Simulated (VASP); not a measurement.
# Zn2CdTe3 (P3m1) in VASP: notebook, part 3 of 4

VASP 6.6.1. The steps go on from the part before.

### 4 Single point, PBE

This run uses another cell than the first one, of 31.69 Å³/atom.

File INCAR:

```
ALGO = Normal
EDIFF = 1E-6
ENCUT = 520
GGA = PE
ISIF = 2
ISMEAR = 0
LASPH = T
LCHARG = F
LREAL = F
LWAVE = F
NBANDS = 36
NELM = 60
PREC = Accurate
SIGMA = 0.1
```

File KPOINTS:

```
k-points
0
Gamma
  6 6 2
```

File POSCAR:

```
Zn2CdTe3
1.0
    4.4672940000      0.0000000000      0.0000000000
   -2.2336470000      3.8687901000      0.0000000000
    0.0000000000      0.0000000000     11.0010090000
Zn Cd Te
2 1 3
Direct
    0.3333333000      0.6666667000      0.6604900000
    0.6666667000      0.3333333000      0.3406080000
    0.0000000000      0.0000000000      0.9964020000
    0.0000000000      0.0000000000      0.7375610000
    0.3333333000      0.6666667000      0.4171020000
    0.6666667000      0.3333333000      0.0978370000
```

Potentials or basis: VASP PAW PBE potentials, release 64 (Zn, Cd, Te).

The run is started by

```bash
$ cat potpaw_PBE.64/Zn/POTCAR potpaw_PBE.64/Cd/POTCAR potpaw_PBE.64/Te/POTCAR > POTCAR
$ mpirun -np 1 vasp_std > vasp.out
```

OUTCAR:

```text
EDIFF = 1E-6
   ENCUT = 520
   GGA = PE
   ISIF = 2
   ISMEAR = 0
   LASPH = T
   LREAL = F
   NELM = 60
   PREC = Accurate

 ion  position               nearest neighbor table
   1  0.333  0.667  0.660-   5 2.68   4 2.71   4 2.71   4 2.71
   2  0.667  0.333  0.341-   6 2.67   5 2.71   5 2.71   5 2.71
   3  0.000  0.000  0.996-   6 2.81   6 2.81   6 2.81   4 2.85
   4  0.000  0.000  0.738-   1 2.71   1 2.71   1 2.71   3 2.85
   5  0.333  0.667  0.417-   1 2.68   2 2.71   2 2.71   2 2.71
   6  0.667  0.333  0.098-   2 2.67   3 2.81   3 2.81   3 2.81

  LATTYP: Found a hexagonal cell.
 ALAT       =     4.4672940000
 C/A-ratio  =     2.4625666007

  Lattice vectors:

 A1 = (   4.4672940000,   0.0000000000,   0.0000000000)
 A2 = (  -2.2336470000,   3.8687901000,   0.0000000000)
 A3 = (   0.0000000000,   0.0000000000,  11.0010090000)

Analysis of symmetry for initial positions (statically):
=====================================================================
 Subroutine PRICEL returns:
 Original cell was already a primitive cell.

 Routine SETGRP: Setting up the symmetry group for a
 hexagonal supercell.

 Subroutine GETGRP returns: Found  6 space group operations
 (whereof  6 operations were pure point group operations)
 out of a pool of 24 trial point group operations.

The static configuration has the point symmetry C_3v.

Analysis of symmetry for dynamics (positions and initial velocities):
=====================================================================
 Subroutine PRICEL returns:
 Original cell was already a primitive cell.

 Routine SETGRP: Setting up the symmetry group for a
 hexagonal supercell.

 Subroutine GETGRP returns: Found  6 space group operations
 (whereof  6 operations were pure point group operations)
 out of a pool of 24 trial point group operations.

The dynamic configuration has the point symmetry C_3v.

 Subroutine INISYM returns: Found  6 space group operations
 (whereof  6 operations are pure point group operations),
 and found     1 'primitive' translations

----------------------------------------------------------------------------------------

                                     Primitive cell

  volume of cell :     190.1307

  direct lattice vectors                    reciprocal lattice vectors
     4.467294000  0.000000000  0.000000000     0.223849158  0.129239371  0.000000000
    -2.233647000  3.868790100  0.000000000     0.000000000  0.258478742  0.000000000
     0.000000000  0.000000000 11.001009000     0.000000000  0.000000000  0.090900753

  length of vectors
     4.467294000  4.467294009 11.001009000     0.258478743  0.258478742  0.090900753

  position of ions in fractional coordinates (direct lattice)
     0.333333300  0.666666700  0.660490000
     0.666666700  0.333333300  0.340608000
     0.000000000  0.000000000  0.996402000
     0.000000000  0.000000000  0.737561000
     0.333333300  0.666666700  0.417102000
     0.666666700  0.333333300  0.097837000

  ion indices of the primitive-cell ions
[... 36 lines left out ...]
  0.000000  0.000000  0.000000      1.000000
  0.166667 -0.000000  0.000000      6.000000
  0.333333 -0.000000  0.000000      6.000000
  0.500000 -0.000000  0.000000      3.000000
  0.166667  0.166667  0.000000      6.000000
  0.333333  0.166667  0.000000     12.000000
  0.333333  0.333333  0.000000      2.000000
  0.000000  0.000000  0.500000      1.000000
  0.166667 -0.000000  0.500000      6.000000
  0.333333 -0.000000  0.500000      6.000000
  0.500000 -0.000000  0.500000      3.000000
  0.166667  0.166667  0.500000      6.000000
  0.333333  0.166667  0.500000     12.000000
  0.333333  0.333333  0.500000      2.000000
   k-points           NKPTS =     14   k-points in BZ     NKDIM =     14   number of bands    NBANDS=     36
   number of dos      NEDOS =    301   number of ions     NIONS =      6
   total plane-waves  NPLWV = 108864
   dimension x,y,z NGX =    36 NGY =   36 NGZ =   84
   dimension x,y,z NGXF=    72 NGYF=   72 NGZF=  168
   ions per type =               2   1   3
   NGX,Y,Z   is equivalent  to a cutoff of  13.40, 13.40, 12.69 a.u.
   NGXF,Y,Z  is equivalent  to a cutoff of  26.79, 26.79, 25.39 a.u.
 SYSTEM =  unknown system
   PREC   = accura    normal or accurate (medium, high low for compatibility)
   ISTART =      0    job   : 0-new  1-cont  2-samecut
   ICHARG =      2    charge: 1-file 2-atom 10-const
   ISPIN  =      1    spin polarized calculation?
   LNONCOLLINEAR =      F non collinear calculations
   LSORBIT =      F    spin-orbit coupling
   LASPH  =      T    aspherical Exc in radial PAW
   ENCUT  =  520.0 eV  38.22 Ry    6.18 a.u.   8.31  8.31 20.45*2*pi/ulx,y,z
   NELM   =     60;   NELMIN=  2; NELMDL= -5     # of ELM steps
   EDIFF  = 0.1E-05   stopping-criterion for ELM
   LREAL  =      F    real-space projection
   EDIFFG = 0.1E-04   stopping-criterion for IOM
   NSW    =      0    number of steps for IOM
   IBRION =     -1    ionic relax: 0-MD 1-quasi-New 2-CG
   NFREE  =      0    steps in history (QN), initial steepest desc. (CG)
   ISIF   =      2    stress and relaxation
   ISYM   =      2    0-nonsym 1-usesym 2-fastsym
   POTIM  = 0.5000    time-step for ionic-motion
   TEBEG  =    0.0;   TEEND  =   0.0 temperature during run
   PSTRESS=    0.0 pullay stress
   NELECT =      54.0000    total number of electrons
   NUPDOWN=      -1.0000    fix difference up-down
   EMIN   =  10.00;   EMAX   =-10.00  energy-range for DOS
   EFERMI =   0.00;   METHOD = LEGACY
   ISMEAR =     0;   SIGMA  =   0.10  broadening in eV -4-tet -1-fermi 0-gaus
   EFERMI_NEDOS =   21; number of points for ismear=-14 and -15
   IALGO  =     38    algorithm
   IMIX   =      4    mixing-type and parameters
     AMIX     =   0.40;   BMIX     =  1.00
     AMIX_MAG =   1.60;   BMIX_MAG =  1.00
  volume/ion in A,a.u.               =      31.69       213.84
  Fermi-wavevector in a.u.,A,eV,Ry     =   1.076107  2.033547 15.755624  1.158006
  Thomas-Fermi vector in A             =   2.211982
   LORBIT       =      0    0 simple, 1 ext, 2 COOP (PROOUT), +10 PAW based schemes
   GGA     = PE    functional components
   LHFCALC =     F    Hartree Fock is set to
   AEXX    =    0.0000 exact exchange contribution
   IVDW    =     0    specifies the selected vdW correction
   LEPSILON=     F    determine dielectric tensor
   LRPA    =     F    only Hartree local field effects (RPA)
 non-spin polarized calculation
 Gauss-broadening in eV      SIGMA  =   0.10
  energy-cutoff  :      520.00
  volume of cell :      190.13
 maximum number of plane-waves:      5154
 NGX is ok and might be reduce to    36
   NGX = 17   NGY = 17   NGZ = 41

 number of electron      53.9999967 magnetization

 Free energy of the ion-electron system (eV)
  ---------------------------------------------------
  ext. energy  EPLUGINS =         0.00000000
  ---------------------------------------------------
  free energy    TOTEN  =       -15.07579603 eV

  energy without entropy =      -15.07579602  energy(sigma->0) =      -15.07579602

 E-fermi :   2.9084     XC(G=0):  -8.6163

 val. band max:        2.5487327002   @ k =   0.0000   0.0000   0.0000
 cond. band min:       3.2585069780   @ k =   0.0000   0.0000   0.0000
 fundamental gap:      0.7097742778
 Fermi energy:         2.9083572861

 k-point     1 :       0.0000    0.0000    0.0000
  band No.  band energies     occupation
      1      -8.8536      2.00000
      2      -8.4193      2.00000
      3      -8.2629      2.00000
      4      -5.6745      2.00000
      5      -5.6745      2.00000
      6      -5.5387      2.00000
[... 535 lines left out ...]
     35       8.2231      0.00000
     36       8.7595      0.00000

------------------------ aborting loop because EDIFF is reached ----------------------------------------

  FORCE on cell =-STRESS in cart. coord.  units (eV):
  Direction    XX          YY          ZZ          XY          YZ          ZX
  --------------------------------------------------------------------------------------
  -------------------------------------------------------------------------------------
  Total        0.1026539      0.1026539      0.0810618      0.0000000     -0.0000000     -0.0000000
  in kB        0.8650349      0.8650349      0.6830848      0.0000000     -0.0000000     -0.0000000
  external PRESSURE =       0.8043849 kB  Pullay stress =       0.0000000 kB

 VOLUME and BASIS-vectors are now :
 -----------------------------------------------------------------------------
  energy-cutoff  :      520.00
  volume of cell :      190.13
      direct lattice vectors                 reciprocal lattice vectors
     4.467294000  0.000000000  0.000000000     0.223849158  0.129239371  0.000000000
    -2.233647000  3.868790100  0.000000000     0.000000000  0.258478742  0.000000000
     0.000000000  0.000000000 11.001009000     0.000000000  0.000000000  0.090900753

 POSITION                                       TOTAL-FORCE (eV/Angst)
 -----------------------------------------------------------------------------------
     -0.00000      2.57919      7.26606         0.000000     -0.000000      0.000717
      2.23365      1.28960      3.74703        -0.000000     -0.000000      0.000429
      0.00000      0.00000     10.96143         0.000000     -0.000000     -0.003821
      0.00000      0.00000      8.11392         0.000000     -0.000000     -0.007993
     -0.00000      2.57919      4.58854        -0.000000      0.000000     -0.000198
      2.23365      1.28960      1.07631         0.000000      0.000000      0.010865
 -----------------------------------------------------------------------------------
    total drift:                               -0.000005      0.000002     -0.000316

  FREE ENERGIE OF THE ION-ELECTRON SYSTEM (eV)
  ---------------------------------------------------
  free  energy   TOTEN  =       -15.0757960261 eV

  energy  without entropy=      -15.0757960186  energy(sigma->0) =      -15.07579602
```

OSZICAR:

```text
N       E                     dE             d eps       ncg     rms          rms(c)
DAV:   1     0.367369828807E+03    0.36737E+03   -0.23788E+04  1008   0.147E+03
DAV:   2     0.177682567966E+02   -0.34960E+03   -0.33764E+03  1020   0.342E+02
DAV:   3    -0.147616435373E+02   -0.32530E+02   -0.32173E+02  1188   0.107E+02
DAV:   4    -0.156501695160E+02   -0.88853E+00   -0.88680E+00  1164   0.160E+01
DAV:   5    -0.156720436171E+02   -0.21874E-01   -0.21873E-01  1300   0.229E+00    0.802E+00
DAV:   6    -0.150974420917E+02    0.57460E+00   -0.16091E+00  1284   0.187E+01    0.633E+00
DAV:   7    -0.150743270982E+02    0.23115E-01   -0.65818E-01  1096   0.475E+00    0.238E+00
DAV:   8    -0.150763572055E+02   -0.20301E-02   -0.28792E-02  1148   0.134E+00    0.824E-01
DAV:   9    -0.150754612978E+02    0.89591E-03   -0.37450E-03  1160   0.430E-01    0.426E-01
DAV:  10    -0.150757250271E+02   -0.26373E-03   -0.20180E-03  1116   0.374E-01    0.770E-02
DAV:  11    -0.150757478843E+02   -0.22857E-04   -0.24839E-04  1204   0.319E-01    0.310E-02
DAV:  12    -0.150757721300E+02   -0.24246E-04   -0.50233E-05  1120   0.123E-01    0.169E-02
DAV:  13    -0.150757932804E+02   -0.21150E-04   -0.30659E-05  1104   0.431E-02    0.516E-03
DAV:  14    -0.150757956409E+02   -0.23605E-05   -0.69293E-06  1076   0.454E-02    0.338E-03
DAV:  15    -0.150757960261E+02   -0.38518E-06   -0.10950E-06   740   0.160E-02
   1 F= -.15075796E+02 E0= -.15075796E+02  d E =-.749866E-08
```

stdout:

```text
POSCAR found type information on POSCAR ZnCdTe
 POSCAR found :  3 types and       6 ions
 scaLAPACK will be used
 LDA part: xc-table for (Slater+PW92), standard interpolation
 POSCAR, INCAR and KPOINTS ok, starting setup
 FFT: planning ... GRIDC
 FFT: planning ... GRID_SOFT
 FFT: planning ... GRID
 WAVECAR not read
 entering main loop
```

It took 97 s on 1 thread of Intel Xeon Platinum 8375C at 2.90GHz (Ice Lake), shared host; peak memory 0.36 GiB.

What came out:

```
Free energy            : -15.0758 eV
Pressure               : 0.1 GPa
Largest force          : 0.011 eV/Å
Band gap on the k mesh : 0.71 eV
```

Forces in eV/Å, atoms in the order of the input:
```
Zn   0.000  0.000  0.001
Zn   0.000  0.000  0.000
Cd   0.000  0.000 -0.004
Te   0.000  0.000 -0.008
Te   0.000  0.000  0.000
Te   0.000  0.000  0.011
```

Caveat: semilocal functionals underestimate gaps, and a narrow one can read as zero; spin-orbit coupling is left out, which moves the levels of the heavy elements.

(Continued in part 4 of 4.)
